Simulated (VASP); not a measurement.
**As3Ru: single point with PBE**

Crystal: As3Ru.

```
CELL_PARAMETERS angstrom
3.27605 -4.89678 0.00000
3.27605 4.89678 0.00000
0.00000 0.00000 4.42311
ATOMIC_POSITIONS crystal
As 0.17510 0.82490 0.25000
As 0.82490 0.17510 0.75000
As 0.11790 0.30790 0.25000
As 0.88210 0.69210 0.75000
As 0.30790 0.11790 0.75000
As 0.69210 0.88210 0.25000
Ru 0.63210 0.36790 0.25000
Ru 0.36790 0.63210 0.75000
```

```yaml
Program: VASP 6.6.1
Task: single point
Functional: PBE
Potentials_or_basis: VASP PAW PBE potentials, release 64 (As, Ru_pv)
Cutoff: 520 eV
k_mesh: 4 × 4 × 4
Occupations: gaussian, width 0.1 eV
Spin: no spin polarisation
```

```yaml
Pressure: -4.4 GPa
Largest_force: 2.192 eV/Å
Band_gap_on_the_k_mesh: zero (bands 29 and 30 overlap by 1.01 eV)
```

Forces in eV/Å, atoms in the order of the input:
```
As   0.000 -1.871  0.000
As   0.000  1.871  0.000
As   2.143  0.462  0.000
As  -2.143 -0.462  0.000
As   2.143 -0.462  0.000
As  -2.143  0.462  0.000
Ru   0.000  0.649  0.000
Ru   0.000 -0.649  0.000
```

Stress tensor (GPa, compression positive):
```
-2.92  0.00  0.00
 0.00 -6.35  0.00
 0.00  0.00 -3.88
```

Levels at points of the mesh, in eV from the Fermi level:
```csv
k point,band 25,band 26,band 27,band 28,band 29,band 30,band 31,band 32,band 33,band 34
"(0.00, 0.00, 0.00)",-1.28,-0.94,-0.85,-0.75,-0.36,-0.22,-0.15,0.43,2.15,2.26
"(0.50, 0.00, 0.00)",-1.39,-1.05,-0.87,-0.64,-0.42,-0.39,0.27,0.32,0.57,0.87
"(0.50, 0.50, 0.00)",-1.35,-1.09,-0.84,-0.34,-0.19,-0.12,0.76,0.95,1.00,1.34
"(0.00, 0.00, 0.50)",-0.95,-0.95,-0.92,-0.92,0.12,0.12,1.57,1.57,2.95,2.95
"(0.50, 0.00, 0.50)",-1.00,-1.00,-0.32,-0.32,0.31,0.31,0.65,0.65,0.96,0.96
"(0.50, 0.50, 0.50)",-1.47,-1.47,-1.14,-1.14,0.49,0.49,0.95,0.95,1.74,1.74
```

Wall time 73 s on 1 thread of Intel(R) Xeon(R) 6975P-C (Granite Rapids), on a shared host, peak memory 0.31 GiB.

Caveat: the cell stands under tension; forces of over 1 eV/Å act on the atoms, so gaps and moduli don't describe the material at rest.
